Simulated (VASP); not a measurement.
Write the native input for VASP 6.6.1 that does the following.

```yaml
Task: single point
Functional: LDA
Potentials_or_basis: VASP PAW LDA potentials, release 64 (Fe, O)
Cutoff: 520 eV
k_mesh: 16 × 16 × 16
Occupations: fermi-dirac, width 0.02 eV
Spin: collinear spin, ferromagnetic start
Starting_moments: "[3.5, 0.0] μB"
Dipole_correction: no
Further_INCAR_settings: ALGO = Normal; EDIFF = 1e-07; NBANDS = 18
```

The structure of FeO lies in POSCAR:

```
FeO
1.0
    0.0000000000      2.1554000000      2.1554000000
    2.1554000000      0.0000000000      2.1554000000
    2.1554000000      2.1554000000      0.0000000000
Fe O
1 1
Direct
    0.0000000000      0.0000000000      0.0000000000
    0.5000000000      0.5000000000      0.5000000000
```

One way to write it, as run:

INCAR

```
PREC = Accurate ; ENCUT = 520
EDIFF = 1E-7 ; ISMEAR = -1
SIGMA = 0.02 ; LREAL = F
LASPH = T ; NELM = 150
ALGO = Normal ; ISIF = 2
LWAVE = F ; LCHARG = F
ISPIN = 2 ; MAGMOM = 3.5 0
LORBIT = 11 ; LMAXMIX = 4
GGA = CA ; NBANDS = 18
```

KPOINTS

```
Automatic mesh
0
Gamma
  16 16 16
```

Potentials or basis: VASP PAW LDA potentials, release 64 (Fe, O).

Launch:

```console
$ cat potpaw_LDA.64/Fe/POTCAR potpaw_LDA.64/O/POTCAR > POTCAR
$ mpirun -np 1 vasp_std > vasp.out
```

It gave:

```yaml
Pressure: -15.3 GPa
Band_gap_on_the_k_mesh: zero (filled and empty bands overlap)
Net_moment: 4.00 μB per cell
Site_moments: Fe +3.58; O +0.32 μB
Valence_electrons_inside_the_program's_atomic_spheres: Fe 6.76; O 4.95
```

Caveat: the cell stands under tension; a cell with one magnetic atom can't hold antiferromagnetic order, which such compounds often take; semilocal functionals often make such compounds metallic where correlation or magnetic order opens a gap, which also shifts bond lengths.

It took 50 s on 1 thread of Intel(R) Xeon(R) Platinum 8488C (Sapphire Rapids), on a shared host, peak memory 0.19 GiB.
